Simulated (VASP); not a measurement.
# SiC (R-3m) in VASP: a series of runs

SiC is run at these levels: PBE, r2SCAN; tasks: single point.

All numbers are computed with VASP 6.6.1; they aren't measurements. Logs are shortened: lines on timing, memory, paths and dates and some standing lists are left out, and cuts for length are marked.

**1. The cell of the first run**

Symmetry: R-3m, No. 166, trigonal system. Conventional cell: a = 3.083 Å, b = 3.083 Å, c = 15.964 Å, α = 90.00°, β = 90.00°, γ = 120.00°. Within 2.2 Å of C (site symmetry 3m) lie 1 C at 1.62 Å and 3 Si at 1.90 Å. Within 2.5 Å of Si (site symmetry 3m) lie 3 C at 1.90 Å and 1 Si at 2.38 Å.

**2. Single point, PBE**

Contents of INCAR:

```
PREC     = Accurate       # precision mode
ENCUT    = 520            # plane-wave cutoff, eV
EDIFF    = 1E-6           # SCF threshold, eV
ISMEAR   = 0              # smearing method
SIGMA    = 0.01           # smearing width, eV
LREAL    = F              # projectors in reciprocal space
LASPH    = T              # aspherical terms in the spheres
NELM     = 80             # most SCF steps
ALGO     = Normal         # electronic algorithm
ISIF     = 2              # what is computed and relaxed
LWAVE    = F              # write WAVECAR
LCHARG   = F              # write CHGCAR
GGA      = PE             # functional
NBANDS   = 16             # bands
```

Contents of KPOINTS:

```
Automatic mesh
0
Gamma
  8 8 8
```

Contents of POSCAR:

```
SiC
1.0
    1.5415877827      0.8900361213      5.3212273245
   -1.5415877827      0.8900361213      5.3212273245
    0.0000000000     -1.7800722426      5.3212273245
C Si
2 2
Direct
    0.4491910690      0.4491910690      0.4491910690
    0.5508089310      0.5508089310      0.5508089310
    0.9254740595      0.9254740595      0.9254740595
    0.0745259405      0.0745259405      0.0745259405
```

Potentials or basis: VASP PAW PBE potentials, release 64 (C, Si).

The run is started by

```console
> cat potpaw_PBE.64/C/POTCAR potpaw_PBE.64/Si/POTCAR > POTCAR
> mpirun -np 1 vasp_std > vasp.out
```

OUTCAR:

```text
PREC = Accurate
   ENCUT = 520
   EDIFF = 1E-6
   ISMEAR = 0
   LREAL = F
   LASPH = T
   NELM = 80
   ISIF = 2
   GGA = PE

 ion  position               nearest neighbor table
   1  0.449  0.449  0.449-   2 1.62   4 1.90   4 1.90   4 1.90
   2  0.551  0.551  0.551-   1 1.62   3 1.90   3 1.90   3 1.90
   3  0.925  0.925  0.925-   2 1.90   2 1.90   2 1.90   4 2.38
   4  0.075  0.075  0.075-   1 1.90   1 1.90   1 1.90   3 2.38

  LATTYP: Found a trigonal (rhomboedric) cell.
 ALAT       =     5.6110709698
 COS(alpha) =     0.8490354448

  Lattice vectors:

 A1 = (   1.5415877827,   0.8900361213,   5.3212273245)
 A2 = (  -1.5415877827,   0.8900361213,   5.3212273245)
 A3 = (   0.0000000000,  -1.7800722426,   5.3212273245)

Analysis of symmetry for initial positions (statically):
=====================================================================
 Subroutine PRICEL returns:
 Original cell was already a primitive cell.

 Routine SETGRP: Setting up the symmetry group for a
 trigonal (rhombohedral) supercell.

 Subroutine GETGRP returns: Found 12 space group operations
 (whereof 12 operations were pure point group operations)
 out of a pool of 12 trial point group operations.

The static configuration has the point symmetry D_3d.

Analysis of symmetry for dynamics (positions and initial velocities):
=====================================================================
 Subroutine PRICEL returns:
 Original cell was already a primitive cell.

 Routine SETGRP: Setting up the symmetry group for a
 trigonal (rhombohedral) supercell.

 Subroutine GETGRP returns: Found 12 space group operations
 (whereof 12 operations were pure point group operations)
 out of a pool of 12 trial point group operations.

The dynamic configuration has the point symmetry D_3d.

 Subroutine INISYM returns: Found 12 space group operations
 (whereof 12 operations are pure point group operations),
 and found     1 'primitive' translations

----------------------------------------------------------------------------------------

                                     Primitive cell

  volume of cell :      43.8065

  direct lattice vectors                    reciprocal lattice vectors
     1.541587783  0.890036121  5.321227324     0.324340920  0.187258318  0.062642190
    -1.541587783  0.890036121  5.321227324    -0.324340920  0.187258318  0.062642190
     0.000000000 -1.780072243  5.321227324     0.000000000 -0.374516635  0.062642190

  length of vectors
     5.611070970  5.611070970  5.611070970     0.379719309  0.379719309  0.379719309

  position of ions in fractional coordinates (direct lattice)
     0.449191069  0.449191069  0.449191069
     0.550808931  0.550808931  0.550808931
     0.925474059  0.925474059  0.925474059
     0.074525941  0.074525941  0.074525941

  ion indices of the primitive-cell ions
   primitive index   ion index
                 1           1
                 2           2
                 3           3
                 4           4

----------------------------------------------------------------------------------------

 KPOINTS: Automatic mesh

Automatic generation of k-mesh.
 Grid dimensions read from file:
 generate k-points for:    8    8    8

 Generating k-lattice:

  Cartesian coordinates                     Fractional coordinates (reciprocal lattice)
     0.040542615  0.023407290  0.007830274     0.125000000 -0.000000000 -0.000000000
    -0.040542615  0.023407290  0.007830274    -0.000000000  0.125000000 -0.000000000
     0.000000000 -0.046814579  0.007830274    -0.000000000 -0.000000000  0.125000000

  Length of vectors
     0.047464914  0.047464914  0.047464914

  Shift w.r.t. Gamma in fractional coordinates (k-lattice)
     0.000000000  0.000000000  0.000000000

 Subroutine IBZKPT returns following result:
 ===========================================

 Found     65 irreducible k-points:

 Following reciprocal coordinates:
            Coordinates               Weight
  0.000000  0.000000  0.000000      1.000000
  0.125000 -0.000000  0.000000      6.000000
  0.250000 -0.000000  0.000000      6.000000
  0.375000 -0.000000  0.000000      6.000000
  0.500000 -0.000000  0.000000      3.000000
  0.125000  0.125000  0.000000      6.000000
[... 16 lines left out ...]
  0.250000  0.125000  0.125000      6.000000
  0.375000  0.125000  0.125000      6.000000
 [... further k-points ...]
   k-points           NKPTS =     65   k-points in BZ     NKDIM =     65   number of bands    NBANDS=     16
   number of dos      NEDOS =    301   number of ions     NIONS =      4
   total plane-waves  NPLWV =  74088
   dimension x,y,z NGX =    42 NGY =   42 NGZ =   42
   dimension x,y,z NGXF=    84 NGYF=   84 NGZF=   84
   ions per type =               2   2
   NGX,Y,Z   is equivalent  to a cutoff of  12.44, 12.44, 12.44 a.u.
   NGXF,Y,Z  is equivalent  to a cutoff of  24.89, 24.89, 24.89 a.u.
 SYSTEM =  unknown system
   PREC   = accura    normal or accurate (medium, high low for compatibility)
   ISTART =      0    job   : 0-new  1-cont  2-samecut
   ICHARG =      2    charge: 1-file 2-atom 10-const
   ISPIN  =      1    spin polarized calculation?
   LNONCOLLINEAR =      F non collinear calculations
   LSORBIT =      F    spin-orbit coupling
   LASPH  =      T    aspherical Exc in radial PAW
   ENCUT  =  520.0 eV  38.22 Ry    6.18 a.u.  10.43 10.43 10.43*2*pi/ulx,y,z
   NELM   =     80;   NELMIN=  2; NELMDL= -5     # of ELM steps
   EDIFF  = 0.1E-05   stopping-criterion for ELM
   LREAL  =      F    real-space projection
   EDIFFG = 0.1E-04   stopping-criterion for IOM
   NSW    =      0    number of steps for IOM
   IBRION =     -1    ionic relax: 0-MD 1-quasi-New 2-CG
   NFREE  =      0    steps in history (QN), initial steepest desc. (CG)
   ISIF   =      2    stress and relaxation
   ISYM   =      2    0-nonsym 1-usesym 2-fastsym
   POTIM  = 0.5000    time-step for ionic-motion
   TEBEG  =    0.0;   TEEND  =   0.0 temperature during run
   PSTRESS=    0.0 pullay stress
   NELECT =      16.0000    total number of electrons
   NUPDOWN=      -1.0000    fix difference up-down
   EMIN   =  10.00;   EMAX   =-10.00  energy-range for DOS
   EFERMI =   0.00;   METHOD = LEGACY
   ISMEAR =     0;   SIGMA  =   0.01  broadening in eV -4-tet -1-fermi 0-gaus
   EFERMI_NEDOS =   21; number of points for ismear=-14 and -15
   IALGO  =     38    algorithm
   IMIX   =      4    mixing-type and parameters
     AMIX     =   0.40;   BMIX     =  1.00
     AMIX_MAG =   1.60;   BMIX_MAG =  1.00
  volume/ion in A,a.u.               =      10.95        73.91
  Fermi-wavevector in a.u.,A,eV,Ry     =   1.170223  2.211400 18.632105  1.369421
  Thomas-Fermi vector in A             =   2.306684
   LORBIT       =      0    0 simple, 1 ext, 2 COOP (PROOUT), +10 PAW based schemes
   GGA     = PE    functional components
   LHFCALC =     F    Hartree Fock is set to
   AEXX    =    0.0000 exact exchange contribution
   IVDW    =     0    specifies the selected vdW correction
   LEPSILON=     F    determine dielectric tensor
   LRPA    =     F    only Hartree local field effects (RPA)
 non-spin polarized calculation
 Gauss-broadening in eV      SIGMA  =   0.01
  energy-cutoff  :      520.00
  volume of cell :       43.81
 maximum number of plane-waves:      1192
 NGX is ok and might be reduce to    42
   NGX = 21   NGY = 21   NGZ = 21

 number of electron      16.0000000 magnetization

 Free energy of the ion-electron system (eV)
  ---------------------------------------------------
  ext. energy  EPLUGINS =         0.00000000
  ---------------------------------------------------
  free energy    TOTEN  =       -28.78474789 eV

  energy without entropy =      -28.78474789  energy(sigma->0) =      -28.78474789

 E-fermi :   8.5582     XC(G=0): -11.1102

 val. band max:        8.4658279244   @ k =   0.0000   0.0000   0.0000
 cond. band min:       8.9533759927   @ k =   0.5000   0.5000   0.0000
 fundamental gap:      0.4875480683
 Fermi energy:         8.5581787823

 k-point     1 :       0.0000    0.0000    0.0000
  band No.  band energies     occupation
      1      -8.0084      2.00000
      2      -4.1277      2.00000
      3      -1.0540      2.00000
      4       5.8857      2.00000
      5       5.8857      2.00000
      6       7.5026      2.00000
[... 8 lines left out ...]
     15      14.9709      0.00000
     16      20.0659      0.00000

 k-point     2 :       0.1250   -0.0000    0.0000
  band No.  band energies     occupation
      1      -7.7521      2.00000
      2      -3.9050      2.00000
      3      -0.7914      2.00000
      4       4.6963      2.00000
      5       5.5905      2.00000
      6       7.2406      2.00000
[... 8 lines left out ...]
     15      15.7851      0.00000
     16      19.4631      0.00000

 k-point     3 :       0.2500   -0.0000    0.0000
  band No.  band energies     occupation
      1      -7.0132      2.00000
      2      -3.2609      2.00000
      3      -0.1556      2.00000
      4       2.6019      2.00000
      5       4.9922      2.00000
      6       4.9945      2.00000
[... 8 lines left out ...]
     15      17.6677      0.00000
     16      18.2257      0.00000

 k-point     4 :       0.3750   -0.0000    0.0000
  band No.  band energies     occupation
      1      -5.9420      2.00000
      2      -2.3762      2.00000
      3      -0.4216      2.00000
      4       2.0052      2.00000
      5       2.8313      2.00000
      6       4.5002      2.00000
[... 8 lines left out ...]
     15      18.3759      0.00000
     16      19.0110      0.00000
[... 324 lines left out ...]
 k-point    22 :       0.1250    0.1250    0.1250
  band No.  band energies     occupation
      1      -7.9670      2.00000
      2      -4.3707      2.00000
      3      -0.6731      2.00000
      4       5.8859      2.00000
      5       5.8859      2.00000
      6       6.9745      2.00000
[... 8 lines left out ...]
     15      15.2224      0.00000
     16      19.9832      0.00000

 k-point    23 :       0.2500    0.1250    0.1250
  band No.  band energies     occupation
      1      -7.6863      2.00000
      2      -4.2652      2.00000
      3      -0.2061      2.00000
      4       4.6599      2.00000
      5       5.6156      2.00000
      6       6.5767      2.00000
[... 8 lines left out ...]
     15      15.8160      0.00000
     16      18.7446      0.00000

 k-point    24 :       0.3750    0.1250    0.1250
  band No.  band energies     occupation
      1      -6.9320      2.00000
      2      -3.6765      2.00000
      3       0.5021      2.00000
      4       2.5923      2.00000
      5       5.0098      2.00000
      6       5.1182      2.00000
[... 8 lines left out ...]
     15      17.5736      0.00000
     16      18.1376      0.00000

 [... further k-points ...]
[... 5 lines left out ...]
  --------------------------------------------------------------------------------------
  -------------------------------------------------------------------------------------
  Total        0.8056640      0.8056640      0.4670870      0.0000000     -0.0000000      0.0000000
  in kB       29.4662992     29.4662992     17.0832054      0.0000000     -0.0000000      0.0000000
  external PRESSURE =      25.3386012 kB  Pullay stress =       0.0000000 kB

 VOLUME and BASIS-vectors are now :
 -----------------------------------------------------------------------------
  energy-cutoff  :      520.00
  volume of cell :       43.81
      direct lattice vectors                 reciprocal lattice vectors
     1.541587783  0.890036121  5.321227324     0.324340920  0.187258318  0.062642190
    -1.541587783  0.890036121  5.321227324    -0.324340920  0.187258318  0.062642190
     0.000000000 -1.780072243  5.321227324     0.000000000 -0.374516635  0.062642190

 POSITION                                       TOTAL-FORCE (eV/Angst)
 -----------------------------------------------------------------------------------
      0.00000      0.00000      7.17074         0.000000     -0.000000      0.228729
      0.00000      0.00000      8.79294         0.000000     -0.000000     -0.228729
      0.00000      0.00000     14.77397         0.000000      0.000000      0.133881
      0.00000      0.00000      1.18971         0.000000      0.000000     -0.133881
 -----------------------------------------------------------------------------------
    total drift:                               -0.000000     -0.000000      0.000000

  FREE ENERGIE OF THE ION-ELECTRON SYSTEM (eV)
  ---------------------------------------------------
  free  energy   TOTEN  =       -28.7847478865 eV

  energy  without entropy=      -28.7847478865  energy(sigma->0) =      -28.78474789
```

Run time: 51 s. Hardware: 1 thread of Intel Xeon 6975P-C (Granite Rapids), shared host; peak memory 0.25 GiB.

Results:

| Quantity | Value |
| --- | --- |
| Free energy | -28.7847 eV |
| Pressure | 2.5 GPa |
| Largest force | 0.229 eV/Å |
| Band gap on the k mesh | 0.49 eV, indirect (least direct gap 1.81 eV) |

Forces on the atoms (eV/Å):
```
C    0.000  0.000  0.229
C    0.000  0.000 -0.229
Si   0.000  0.000  0.134
Si   0.000  0.000 -0.134
```

Stress tensor (GPa, compression positive):
```
2.95 0.00 0.00
0.00 2.95 0.00
0.00 0.00 1.71
```

A k mesh can miss the band edges. A hybrid or GW would open this gap; PBE tends to underestimate it.

**3. Single point, PBE**

Contents of INCAR:

```
SYSTEM = SiC
ALGO = Normal
EDIFF = 1E-6
ENCUT = 520
GGA = PE
ISIF = 2
ISMEAR = 0
LASPH = .TRUE.
LCHARG = .FALSE.
LREAL = .FALSE.
LWAVE = .FALSE.
NBANDS = 16
NELM = 100
PREC = Accurate
SIGMA = 0.01
```

Contents of KPOINTS:

```
k-points
0
G
  8 8 8
  0 0 0
```

POSCAR is that of step 2.

Potentials or basis: VASP PAW PBE potentials, release 64 (C, Si).

The run is started by

```console
> cat potpaw_PBE.64/C/POTCAR potpaw_PBE.64/Si/POTCAR > POTCAR
> mpirun -np 1 vasp_std > vasp.out
```

It took 49 s on 1 thread of Intel Xeon 6975P-C (Granite Rapids), shared host; peak memory 0.25 GiB.

The run converged. Its results:

```yaml
Free_energy: -28.7847 eV
Pressure: 2.5 GPa
Largest_force: 0.229 eV/Å
Band_gap_on_the_k_mesh: 0.49 eV, indirect (least direct gap 1.81 eV)
```

Forces in eV/Å, atoms in the order of the input:
```
C    0.000  0.000  0.229
C    0.000  0.000 -0.229
Si   0.000  0.000  0.134
Si   0.000  0.000 -0.134
```

Stress tensor (GPa, compression positive):
```
2.95 0.00 0.00
0.00 2.95 0.00
0.00 0.00 1.71
```

Levels at points of the mesh, in eV from the valence-band top:
```tsv
k point	band 6	band 7	band 8	band 9	band 10	band 11
(0.00, 0.00, 0.00)	-0.96	0.00	0.00	3.57	3.73	6.06
(0.50, 0.00, 0.00)	-4.15	-3.91	-1.95	2.10	3.83	4.19
(0.50, 0.50, 0.00)	-4.34	-1.47	-1.32	0.49	1.98	4.27
(0.50, 0.50, 0.50)	-2.58	-0.06	-0.06	3.58	5.60	5.74
```

A k mesh can miss the band edges. A hybrid or GW would open this gap; PBE tends to underestimate it.

(Part 1 of 2 ends here.)
